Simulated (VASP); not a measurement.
# Co (P-3m1) in VASP: single point with PBE

Aim: the single point of Co with PBE.

Everything below comes from runs of VASP 6.6.1. Logs are shortened: lines on timing, memory, paths and dates and some standing lists are left out, and cuts for length are marked.

## Step 1: The cell of the first run

Symmetry: P-3m1, No. 164, trigonal system. The conventional cell has a = 2.490 Å, b = 2.490 Å, c = 14.166 Å, α = 90.00°, β = 90.00°, γ = 120.00°. Co (site symmetry 3m) has 12 Co at 2.47 to 2.49 Å within 3.3 Å. Within 3.3 Å of Co (site symmetry 3m) lie 12 Co at 2.47 to 2.49 Å. Within 3.3 Å of Co (site symmetry 3m) lie 12 Co at 2.49 Å. Co (site symmetry -3m) has 12 Co at 2.49 Å within 3.3 Å.

## Step 2: Single point, PBE, collinear spin, ferromagnetic start

File INCAR:

```
  PREC = Accurate
  ENCUT = 520
  EDIFF = 1E-7
  ISMEAR = 0
  SIGMA = 0.1
  LREAL = F
  LASPH = T
  NELM = 150
  ALGO = Normal
  ISIF = 2
  LWAVE = F
  LCHARG = F
  ISPIN = 2
  MAGMOM = 1.84 1.84 1.84 1.84 1.84 1.84 1.84
  LORBIT = 11
  LMAXMIX = 4
  GGA = PE
  NBANDS = 44
```

File KPOINTS:

```
Automatic mesh
0
Gamma
  18 18 3
```

File POSCAR:

```
Co
1.0
    2.4904325522      0.0000000000      0.0000000000
   -1.2452162761      2.1567778566      0.0000000000
    0.0000000000      0.0000000000     14.1655516590
Co
7
Direct
    0.0000000000      0.0000000000      0.0000890154
    0.3333333333      0.6666666667      0.1427681275
    0.0000000000      0.0000000000      0.2846237383
    0.3333333333      0.6666666667      0.4278205587
    0.6666666667      0.3333333333      0.5714285714
    0.0000000000      0.0000000000      0.7150365841
    0.3333333333      0.6666666667      0.8582334045
```

Potentials or basis: VASP PAW PBE potentials, release 64 (Co).

On the command line:

```console
$ cat potpaw_PBE.64/Co/POTCAR > POTCAR
$ mpirun -np 1 vasp_std > vasp.out
```

OUTCAR:

```text
PREC = Accurate
   ENCUT = 520
   EDIFF = 1E-7
   ISMEAR = 0
   LREAL = F
   LASPH = T
   NELM = 150
   ISIF = 2
   ISPIN = 2
   LORBIT = 11
   GGA = PE

 ion  position               nearest neighbor table
   1  0.000  0.000  0.000-   7 2.47   7 2.47   7 2.47   2 2.48   2 2.48   2 2.48
   2  0.333  0.667  0.143-   3 2.47   3 2.47   3 2.47   1 2.48   1 2.48   1 2.48
   3  0.000  0.000  0.285-   2 2.47   2 2.47   2 2.47   4 2.49   4 2.49   4 2.49
   4  0.333  0.667  0.428-   3 2.49   3 2.49   3 2.49   5 2.49   5 2.49   5 2.49
   5  0.667  0.333  0.571-   4 2.49   6 2.49   4 2.49   6 2.49   6 2.49   4 2.49
   6  0.000  0.000  0.715-   7 2.49   7 2.49   7 2.49   5 2.49   5 2.49   5 2.49
   7  0.333  0.667  0.858-   1 2.47   1 2.47   1 2.47   6 2.49   6 2.49   6 2.49

  LATTYP: Found a hexagonal cell.
 ALAT       =     2.4904325522
 C/A-ratio  =     5.6879884767

  Lattice vectors:

 A1 = (   2.4904325522,   0.0000000000,   0.0000000000)
 A2 = (  -1.2452162761,   2.1567778566,   0.0000000000)
 A3 = (   0.0000000000,   0.0000000000,  14.1655516590)

Analysis of symmetry for initial positions (statically):
=====================================================================
 Subroutine PRICEL returns:
 Original cell was already a primitive cell.

 Routine SETGRP: Setting up the symmetry group for a
 hexagonal supercell.

 Subroutine GETGRP returns: Found 12 space group operations
 (whereof  6 operations were pure point group operations)
 out of a pool of 24 trial point group operations.

The static configuration has the point symmetry C_3v.
 The point group associated with its full space group is D_3d.

Analysis of symmetry for dynamics (positions and initial velocities):
=====================================================================
 Subroutine PRICEL returns:
 Original cell was already a primitive cell.

 Routine SETGRP: Setting up the symmetry group for a
 hexagonal supercell.

 Subroutine GETGRP returns: Found 12 space group operations
 (whereof  6 operations were pure point group operations)
 out of a pool of 24 trial point group operations.

The dynamic configuration has the point symmetry C_3v.
 The point group associated with its full space group is D_3d.

Analysis of structural, dynamic, and magnetic symmetry:
=====================================================================
 Subroutine PRICEL returns:
 Original cell was already a primitive cell.

 Routine SETGRP: Setting up the symmetry group for a
 hexagonal supercell.

 Subroutine GETGRP returns: Found 12 space group operations
 (whereof  6 operations were pure point group operations)
 out of a pool of 24 trial point group operations.

The overall configuration has the point symmetry C_3v.
 The point group associated with its full space group is D_3d.

 Subroutine INISYM returns: Found 12 space group operations
 (whereof  6 operations are pure point group operations),
 and found     1 'primitive' translations

----------------------------------------------------------------------------------------

                                     Primitive cell

  volume of cell :      76.0876

  direct lattice vectors                    reciprocal lattice vectors
     2.490432552  0.000000000  0.000000000     0.401536672  0.231827306  0.000000000
    -1.245216276  2.156777857  0.000000000     0.000000000  0.463654612  0.000000000
     0.000000000  0.000000000 14.165551659     0.000000000  0.000000000  0.070593791

  length of vectors
     2.490432552  2.490432552 14.165551659     0.463654612  0.463654612  0.070593791

  position of ions in fractional coordinates (direct lattice)
     0.000000000  0.000000000  0.000089015
     0.333333333  0.666666667  0.142768127
     0.000000000  0.000000000  0.284623738
     0.333333333  0.666666667  0.427820559
     0.666666667  0.333333333  0.571428571
     0.000000000  0.000000000  0.715036584
     0.333333333  0.666666667  0.858233404

  ion indices of the primitive-cell ions
   primitive index   ion index
                 1           1
                 2           2
                 3           3
                 4           4
                 5           5
[... 56 lines left out ...]
   k-points           NKPTS =    101   k-points in BZ     NKDIM =    101   number of bands    NBANDS=     44
   number of dos      NEDOS =    301   number of ions     NIONS =      7
   total plane-waves  NPLWV =  43200
   dimension x,y,z NGX =    20 NGY =   20 NGZ =  108
   dimension x,y,z NGXF=    40 NGYF=   40 NGZF=  216
   ions per type =               7
   NGX,Y,Z   is equivalent  to a cutoff of  13.35, 13.35, 12.67 a.u.
   NGXF,Y,Z  is equivalent  to a cutoff of  26.70, 26.70, 25.35 a.u.
 SYSTEM =  unknown system
   PREC   = accura    normal or accurate (medium, high low for compatibility)
   ISTART =      0    job   : 0-new  1-cont  2-samecut
   ICHARG =      2    charge: 1-file 2-atom 10-const
   ISPIN  =      2    spin polarized calculation?
   LNONCOLLINEAR =      F non collinear calculations
   LSORBIT =      F    spin-orbit coupling
   LASPH  =      T    aspherical Exc in radial PAW
   ENCUT  =  520.0 eV  38.22 Ry    6.18 a.u.   4.63  4.63 26.34*2*pi/ulx,y,z
   NELM   =    150;   NELMIN=  2; NELMDL= -5     # of ELM steps
   EDIFF  = 0.1E-06   stopping-criterion for ELM
   LREAL  =      F    real-space projection
   EDIFFG = 0.1E-05   stopping-criterion for IOM
   NSW    =      0    number of steps for IOM
   IBRION =     -1    ionic relax: 0-MD 1-quasi-New 2-CG
   NFREE  =      0    steps in history (QN), initial steepest desc. (CG)
   ISIF   =      2    stress and relaxation
   ISYM   =      2    0-nonsym 1-usesym 2-fastsym
   POTIM  = 0.5000    time-step for ionic-motion
   TEBEG  =    0.0;   TEEND  =   0.0 temperature during run
   PSTRESS=    0.0 pullay stress
   NELECT =      63.0000    total number of electrons
   NUPDOWN=      -1.0000    fix difference up-down
   EMIN   =  10.00;   EMAX   =-10.00  energy-range for DOS
   EFERMI =   0.00;   METHOD = LEGACY
   ISMEAR =     0;   SIGMA  =   0.10  broadening in eV -4-tet -1-fermi 0-gaus
   EFERMI_NEDOS =   21; number of points for ismear=-14 and -15
   IALGO  =     38    algorithm
   IMIX   =      4    mixing-type and parameters
     AMIX     =   0.40;   BMIX     =  1.00
     AMIX_MAG =   1.60;   BMIX_MAG =  1.00
  volume/ion in A,a.u.               =      10.87        73.35
  Fermi-wavevector in a.u.,A,eV,Ry     =   1.537271  2.905021 32.153319  2.363202
  Thomas-Fermi vector in A             =   2.643803
   LORBIT       =     11    0 simple, 1 ext, 2 COOP (PROOUT), +10 PAW based schemes
   GGA     = PE    functional components
   LHFCALC =     F    Hartree Fock is set to
   AEXX    =    0.0000 exact exchange contribution
   IVDW    =     0    specifies the selected vdW correction
   LEPSILON=     F    determine dielectric tensor
   LRPA    =     F    only Hartree local field effects (RPA)
 spin polarized calculation
 Gauss-broadening in eV      SIGMA  =   0.10
  energy-cutoff  :      520.00
  volume of cell :       76.09
 maximum number of plane-waves:      2075
 NGX is ok and might be reduce to    20
   NGX =  9   NGY =  9   NGZ = 53

 number of electron      63.0000009 magnetization      11.2877929

 Free energy of the ion-electron system (eV)
  ---------------------------------------------------
  ext. energy  EPLUGINS =         0.00000000
  ---------------------------------------------------
  free energy    TOTEN  =       -49.22429302 eV

  energy without entropy =      -49.19291182  energy(sigma->0) =      -49.20860242

 E-fermi :  10.2718     XC(G=0): -13.3933

 val. band max:       10.2703131250   @ k =   0.3333   0.0556   0.3333
 cond. band min:      10.2725205684   @ k =  -0.2778  -0.3889   0.3333
 fundamental gap:      0.0022074435
 Fermi energy:        10.2717729287

 spin component 1

 k-point     1 :       0.0000    0.0000    0.0000
  band No.  band energies     occupation
      1       1.3291      1.00000
      2       2.1234      1.00000
      3       2.1303      1.00000
      4       4.0597      1.00000
      5       4.0681      1.00000
      6       5.0556      1.00000
[... 1093 lines left out ...]
     42      14.6807      0.00000
     43      16.9545      0.00000

 [... further k-points ...]

 spin component 2

 k-point     1 :       0.0000    0.0000    0.0000
  band No.  band energies     occupation
      1       1.3304      1.00000
      2       2.1312      1.00000
      3       2.1353      1.00000
      4       4.2086      1.00000
      5       4.2158      1.00000
      6       5.8625      1.00000
[... 1093 lines left out ...]
     42      15.4540      0.00000
     43      17.8142      0.00000

 [... further k-points ...]

 [bands above 43 left out]

------------------------ aborting loop because EDIFF is reached ----------------------------------------

  FORCE on cell =-STRESS in cart. coord.  units (eV):
  Direction    XX          YY          ZZ          XY          YZ          ZX
  --------------------------------------------------------------------------------------
  -------------------------------------------------------------------------------------
  Total       -0.3093041     -0.3093041     -0.3346075      0.0000000     -0.0000000      0.0000000
  in kB       -6.5130233     -6.5130233     -7.0458366      0.0000000     -0.0000000      0.0000000
  external PRESSURE =      -6.6906277 kB  Pullay stress =       0.0000000 kB

 VOLUME and BASIS-vectors are now :
 -----------------------------------------------------------------------------
  energy-cutoff  :      520.00
  volume of cell :       76.09
      direct lattice vectors                 reciprocal lattice vectors
     2.490432552  0.000000000  0.000000000     0.401536672  0.231827306  0.000000000
    -1.245216276  2.156777857  0.000000000     0.000000000  0.463654612  0.000000000
     0.000000000  0.000000000 14.165551659     0.000000000  0.000000000  0.070593791

 POSITION                                       TOTAL-FORCE (eV/Angst)
 -----------------------------------------------------------------------------------
      0.00000      0.00000      0.00126         0.000000      0.000000     -0.012449
     -0.00000      1.43785      2.02239        -0.000000     -0.000000      0.012449
      0.00000      0.00000      4.03185         0.000000      0.000000     -0.009490
     -0.00000      1.43785      6.06031        -0.000000     -0.000000     -0.000225
      1.24522      0.71893      8.09460         0.000000     -0.000000     -0.000000
      0.00000      0.00000     10.12889         0.000000     -0.000000      0.000225
     -0.00000      1.43785     12.15735        -0.000000     -0.000000      0.009490
 -----------------------------------------------------------------------------------
    total drift:                               -0.000000      0.000000      0.000047

  FREE ENERGIE OF THE ION-ELECTRON SYSTEM (eV)
  ---------------------------------------------------
  free  energy   TOTEN  =       -49.2242930217 eV

  energy  without entropy=      -49.1929118177  energy(sigma->0) =      -49.20860242

 total charge

# of ion       s       p       d       tot
------------------------------------------
    1        0.489   0.522   7.267   8.278
    2        0.489   0.522   7.267   8.278
    3        0.488   0.523   7.261   8.273
    4        0.488   0.517   7.257   8.262
    5        0.488   0.518   7.251   8.256
    6        0.488   0.517   7.257   8.262
    7        0.488   0.523   7.261   8.273
--------------------------------------------------
tot          3.417   3.643  50.822  57.882

 magnetization (x)

# of ion       s       p       d       tot
------------------------------------------
    1       -0.015  -0.055   1.677   1.606
    2       -0.015  -0.055   1.677   1.606
    3       -0.014  -0.054   1.695   1.627
    4       -0.014  -0.050   1.707   1.644
    5       -0.013  -0.048   1.731   1.669
    6       -0.014  -0.050   1.707   1.644
    7       -0.014  -0.054   1.695   1.627
--------------------------------------------------
tot         -0.099  -0.365  11.888  11.424
```

Wall time 32 min (1 thread of Oxide Virtual Turin-like, shared host); peak memory 0.51 GiB.

What came out:

- Free energy: -49.2243 eV
- Pressure: -0.7 GPa
- Largest force: 0.012 eV/Å
- Net moment: 11.29 μB per cell
- Site moments: Co +1.61, +1.63, +1.64, +1.67 (each value once) μB
- Valence electrons inside the program's atomic spheres: Co 8.28, 8.27, 8.26 (each value once)

Forces on the atoms (eV/Å):
```
Co   0.000  0.000 -0.012
Co   0.000  0.000  0.012
Co   0.000  0.000 -0.009
Co   0.000  0.000  0.000
Co   0.000  0.000  0.000
Co   0.000  0.000  0.000
Co   0.000  0.000  0.009
```
